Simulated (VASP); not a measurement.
# GaN (P6_3mc) in VASP: notebook, part 2 of 2

VASP 6.6.1.

## (6) Relaxation of cell and atoms, PBEsol

This run uses another cell than the first one, of 11.76 Å³/atom.

File INCAR:

```
  PREC = Accurate
  ENCUT = 600
  EDIFF = 1E-6
  ISMEAR = -1
  SIGMA = 0.02
  LREAL = F
  LASPH = T
  NELM = 80
  ALGO = Normal
  ISIF = 3
  LWAVE = F
  LCHARG = F
  GGA = PS
  IBRION = 2
  NSW = 80
  EDIFFG = -0.005
```

File KPOINTS:

```
regular mesh
0
Gamma
  12 12 2
```

File POSCAR:

```
GaN
1.0
    3.2171330139      0.0000000000      0.0000000000
   -1.6085665069      2.7861189174      0.0000000000
    0.0000000000      0.0000000000     10.4954066517
Ga N
4 4
Direct
    0.0000000000      0.0000000000     -0.0003500083
    0.3333333333      0.6666666667      0.2499403964
    0.0000000000      0.0000000000      0.4996499917
    0.6666666667      0.3333333333      0.7499403964
    0.0000000000      0.0000000000      0.1876293227
    0.3333333333      0.6666666667      0.4377802891
    0.0000000000      0.0000000000      0.6876293227
    0.6666666667      0.3333333333      0.9377802891
```

Potentials or basis: VASP PAW PBE potentials, release 64 (Ga_d, N).

The run is started by

```
cat potpaw_PBE.64/Ga_d/POTCAR potpaw_PBE.64/N/POTCAR > POTCAR
mpirun -np 1 vasp_std > vasp.out
```

OUTCAR:

```text
PREC = Accurate
   ENCUT = 600
   EDIFF = 1E-6
   ISMEAR = -1
   LREAL = F
   LASPH = T
   NELM = 80
   ISIF = 3
   GGA = PS
   IBRION = 2
   NSW = 80
   EDIFFG = -0.005

 ion  position               nearest neighbor table
   1  0.000  0.000  1.000-   8 1.97   8 1.97   8 1.97   5 1.97
   2  0.333  0.667  0.250-   5 1.97   5 1.97   5 1.97   6 1.97
   3  0.000  0.000  0.500-   6 1.97   6 1.97   6 1.97   7 1.97
   4  0.667  0.333  0.750-   7 1.97   7 1.97   7 1.97   8 1.97
   5  0.000  0.000  0.188-   2 1.97   2 1.97   2 1.97   1 1.97
   6  0.333  0.667  0.438-   3 1.97   3 1.97   3 1.97   2 1.97
   7  0.000  0.000  0.688-   4 1.97   4 1.97   4 1.97   3 1.97
   8  0.667  0.333  0.938-   1 1.97   1 1.97   1 1.97   4 1.97

  LATTYP: Found a hexagonal cell.
 ALAT       =     3.2171330139
 C/A-ratio  =     3.2623477507

[... 413 lines left out ...]
  free energy    TOTEN  =       -52.52811890 eV

  energy without entropy =      -52.52811890  energy(sigma->0) =      -52.52811890

 E-fermi :   5.6503     XC(G=0): -11.9408

 val. band max:        5.2432650024   @ k =   0.0000   0.0000   0.0000
 cond. band min:       7.0585752733   @ k =   0.0000   0.0000   0.0000
 fundamental gap:      1.8153102709
 Fermi energy:         5.6502562978

 k-point     1 :       0.0000    0.0000    0.0000
  band No.  band energies     occupation
      1     -10.7727      2.00000
      2     -10.1994      2.00000
      3     -10.1851      2.00000
      4      -9.8011      2.00000
      5      -8.1657      2.00000
      6      -8.1586      2.00000
[... 1093 lines left out ...]
     42      12.3891      0.00000
     43      13.5702      0.00000

 [... further k-points ...]

------------------------ aborting loop because EDIFF is reached ----------------------------------------

  FORCE on cell =-STRESS in cart. coord.  units (eV):
  Direction    XX          YY          ZZ          XY          YZ          ZX
  --------------------------------------------------------------------------------------
  -------------------------------------------------------------------------------------
  Total        0.0023622      0.0023622      0.0135748      0.0000000      0.0000000      0.0000000
  in kB        0.0416666      0.0416666      0.2394407      0.0000000      0.0000000      0.0000000
  external PRESSURE =       0.1075913 kB  Pullay stress =       0.0000000 kB
[... 23 lines left out ...]
  FREE ENERGIE OF THE ION-ELECTRON SYSTEM (eV)
  ---------------------------------------------------
  free  energy   TOTEN  =       -52.5281188994 eV

  energy  without entropy=      -52.5281188994  energy(sigma->0) =      -52.52811890

 reached required accuracy - stopping structural energy minimisation
```

Run time: 9.6 min. Hardware: 1 thread of Intel Xeon 6975P-C (Granite Rapids), shared host; peak memory 0.35 GiB.

Results:

- Free energy: -52.5281 eV
- Relaxed volume: 11.35 Å³/atom
- Relaxed cell: a = 3.180 Å, b = 3.180 Å, c = 10.374 Å, α = 90.00°, β = 90.00°, γ = 120.00°
- Space group after relaxing (to 0.1 Å): P6_3mc (No. 186)
- Energy gained by relaxing: 8.2 meV/atom
- Ionic steps: 13
- Pressure after relaxing: 0.0 GPa
- Band gap on the k mesh: 1.82 eV

Step by step:
```
step  energy change (eV)  largest force (eV/Å)  pressure (GPa)  volume (Å³)
   1              0.0000                0.0007           -6.11        94.07
   2             -0.0163                0.0130            5.95        88.10
   3             -0.0657                0.0062            0.36        90.79
   4             -0.0655                0.0060           -0.40        90.97
   5             -0.0657                0.0061            0.01        90.88
   6             -0.0657                0.0021           -0.19        90.87
   7             -0.0657                0.0016           -0.19        90.87
   8             -0.0657                0.0014           -0.19        90.87
   9             -0.0657                0.0022           -0.19        90.87
  10             -0.0657                0.0013           -0.19        90.87
  11             -0.0657                0.0002           -0.14        90.87
  12             -0.0657                0.0005           -0.16        90.86
  13             -0.0657                0.0010            0.01        90.83
```

Final structure:
```
CELL_PARAMETERS angstrom
3.17973 0.00000 0.00000
-1.58987 2.75373 0.00000
0.00000 0.00000 10.37369
ATOMIC_POSITIONS crystal
Ga 0.00000 0.00000 0.99967
Ga 0.33333 0.66667 0.24994
Ga 0.00000 0.00000 0.49967
Ga 0.66667 0.33333 0.74994
N 0.00000 0.00000 0.18761
N 0.33333 0.66667 0.43777
N 0.00000 0.00000 0.68761
N 0.66667 0.33333 0.93777
```

Caveat: the PAW data sets were made with another functional, which shifts forces and pressure a little.

## (7) Relaxation of cell and atoms, LDA

This run uses another cell than the first one, of 11.76 Å³/atom.

File INCAR:

```
SYSTEM = GaN
ALGO = Normal
EDIFF = 1E-7
EDIFFG = -0.005
ENCUT = 600
GGA = CA
IBRION = 2
ISIF = 3
ISMEAR = -1
LASPH = .True.
LCHARG = .False.
LREAL = .False.
LWAVE = .False.
NELM = 100
NSW = 80
PREC = Accurate
SIGMA = 0.02
```

File KPOINTS:

```
k-points
0
Gamma
  12 12 2
  0 0 0
```

POSCAR is that of step 6.

Potentials or basis: VASP PAW LDA potentials, release 64 (Ga_d, N).

The run is started by

```
cat potpaw_LDA.64/Ga_d/POTCAR potpaw_LDA.64/N/POTCAR > POTCAR
mpirun -np 1 vasp_std > vasp.out
```

It took 9.8 min on 1 thread of Intel Xeon 6975P-C (Granite Rapids), shared host; peak memory 0.3 GiB.

Results (log left out):

| Quantity | Value |
| --- | --- |
| Free energy | -55.8095 eV |
| Relaxed volume | 11.10 Å³/atom |
| Relaxed cell | a = 3.156 Å, b = 3.156 Å, c = 10.298 Å, α = 90.00°, β = 90.00°, γ = 120.00° |
| Space group after relaxing (to 0.1 Å) | P6_3mc (No. 186) |
| Energy gained by relaxing | 21.9 meV/atom |
| Ionic steps | 6 |
| Pressure after relaxing | 0.0 GPa |
| Largest force after relaxing | 0.003 eV/Å |
| Band gap on the k mesh | 2.03 eV |

Forces on the atoms (eV/Å):
```
Ga   0.000  0.000  0.003
Ga   0.000  0.000  0.001
Ga   0.000  0.000  0.003
Ga   0.000  0.000  0.001
N    0.000  0.000 -0.002
N    0.000  0.000 -0.002
N    0.000  0.000 -0.002
N    0.000  0.000 -0.002
```

The path:
| step | energy change (eV) | largest force (eV/Å) | pressure (GPa) | volume (Å³) |
| --- | --- | --- | --- | --- |
| 1 | 0.0000 | 0.0045 | -10.19 | 94.07 |
| 2 | -0.0119 | 0.0246 | 11.91 | 84.26 |
| 3 | -0.1752 | 0.0132 | -0.12 | 88.89 |
| 4 | -0.1752 | 0.0134 | 0.11 | 88.78 |
| 5 | -0.1752 | 0.0031 | -0.09 | 88.87 |
| 6 | -0.1752 | 0.0032 | 0.03 | 88.84 |

Final structure:
```yaml
crystal:
  lattice:
    - [3.15621, 0.00000, 0.00000]
    - [-1.57810, 2.73335, 0.00000]
    - [0.00000, 0.00000, 10.29779]
  atoms:
    - { symbol: Ga, position: [0.00000, 0.00000, 0.99970] }
    - { symbol: Ga, position: [0.33333, 0.66667, 0.24994] }
    - { symbol: Ga, position: [0.00000, 0.00000, 0.49970] }
    - { symbol: Ga, position: [0.66667, 0.33333, 0.74994] }
    - { symbol: N, position: [0.00000, 0.00000, 0.18760] }
    - { symbol: N, position: [0.33333, 0.66667, 0.43777] }
    - { symbol: N, position: [0.00000, 0.00000, 0.68760] }
    - { symbol: N, position: [0.66667, 0.33333, 0.93777] }
```

Levels at points of the mesh, in eV from the valence-band top:
```
           k point  band 34  band 35  band 36  band 37  band 38  band 39
(0.00, 0.00, 0.00)    -0.03     0.00     0.00     2.03     4.13     4.46
(0.50, 0.00, 0.00)    -1.95    -1.35    -1.03     3.72     4.04     5.38
(0.00, 0.00, 0.50)    -0.17    -0.17    -0.17     3.15     3.15     4.58
(0.50, 0.00, 0.50)    -1.96    -1.34    -1.34     4.33     4.33     5.19
```

## (8) The runs side by side

| task | level | potentials or basis | cell | k mesh | cutoff (eV) | smearing | gap on the mesh (eV) | pressure (GPa) | relaxed volume (Å³/atom) | largest force (eV/Å) |
| --- | --- | --- | --- | --- | --- | --- | --- | --- | --- | --- |
| single point | LDA | VASP PAW LDA potentials, release 64 (Ga_d, N) | a = 3.151, b = 3.151, c = 10.283 Å, angles 90.0, 90.0, 120.0°, 8 atoms, atomic positions A | 12 × 12 × 2 | 520 | fermi-dirac 0.02 eV | 2.06 | 1.2 | - | - |
| single point | PBEsol | VASP PAW PBE potentials, release 64 (Ga_d, N) | a = 3.181, b = 3.181, c = 10.379 Å, angles 90.0, 90.0, 120.0°, 8 atoms, atomic positions B | 12 × 12 × 2 | 520 | fermi-dirac 0.02 eV | 1.80 | -0.3 | - | - |
| single point | PBE | VASP PAW PBE potentials, release 64 (Ga_d, N) | a = 3.182, b = 3.182, c = 10.377 Å, angles 90.0, 90.0, 120.0°, 8 atoms, atomic positions C | 12 × 12 × 4 | 520 | fermi-dirac 0.02 eV | 1.85 | 6.2 | - | 0.01 |
| single point | LDA | VASP PAW LDA potentials, release 64 (Ga_d, N) | a = 3.182, b = 3.182, c = 10.377 Å, angles 90.0, 90.0, 120.0°, 8 atoms, atomic positions C | 12 × 12 × 4 | 520 | gaussian 0.01 eV | 1.87 | -4.4 | - | 0.01 |
| relaxation of cell and atoms | PBEsol | VASP PAW PBE potentials, release 64 (Ga_d, N) | relaxed from a = 3.217, b = 3.217, c = 10.495 Å, angles 90.0, 90.0, 120.0°, 8 atoms, atomic positions B | 12 × 12 × 2 | 600 | fermi-dirac 0.02 eV | 1.82 | 0.0 | 11.35 | - |
| relaxation of cell and atoms | LDA | VASP PAW LDA potentials, release 64 (Ga_d, N) | relaxed from a = 3.217, b = 3.217, c = 10.495 Å, angles 90.0, 90.0, 120.0°, 8 atoms, atomic positions B | 12 × 12 × 2 | 600 | fermi-dirac 0.02 eV | 2.03 | 0.0 | 11.10 | - |

Alike in all rows: no spin polarisation.

Caveats: the PAW data sets were made with another functional, which shifts forces and pressure a little (at least some runs); the cell stands under pressure (at least some runs); the cell stands under tension (at least some runs).

Total energies depend on the potentials used, so only differences within one code and one set of settings carry meaning.
